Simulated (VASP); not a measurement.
Input of a VASP 6.6.1 run:

The input INCAR:

```
ALGO     = Normal         # electronic algorithm
EDIFF    = 1E-6           # SCF threshold, eV
ENCUT    = 520            # plane-wave cutoff, eV
ISIF     = 2              # what is computed and relaxed
ISMEAR   = -1             # smearing method
LASPH    = T              # aspherical terms in the spheres
LCHARG   = F              # write CHGCAR
LREAL    = F              # projectors in reciprocal space
LWAVE    = F              # write WAVECAR
NBANDS   = 12             # bands
NELM     = 100            # most SCF steps
PREC     = Accurate       # precision mode
SIGMA    = 0.05           # smearing width, eV
```

KPOINTS

```
k-points
0
Gamma
  9 6 6
```

File POSCAR:

```
Sb
1.0
    3.1014456505      0.0000000000      0.0000000000
    0.0000000000      4.3183391477      0.0000000000
   -0.0386538176      0.0000000000      4.3762816325
Sb
2
Direct
    0.0113890000      0.2500000000      0.2411660000
    0.9886110000      0.7500000000      0.7588340000
```

Potentials or basis: VASP PAW LDA potentials, release 64 (Sb).

Command:

```console
$ cat potpaw_LDA.64/Sb/POTCAR > POTCAR
$ mpirun -np 1 vasp_std > vasp.out
```

**Question.** Estimate the pressure.

**Answer.** -2.1 GPa.

**Question.** What does it give for the band gap on the k mesh?

**Answer.** Zero (band 5 reaches 12.38 eV, above the bottom of band 6 at 3.94 eV).

**Question.** What does it give for the largest force?

**Answer.** 0.065 eV/Å.

Stress tensor (GPa, compression positive):
```
-1.88  0.00  0.09
 0.00 -2.42  0.00
 0.09  0.00 -2.13
```

Caveat: spin-orbit coupling is left out, which moves the levels of the heavy elements.
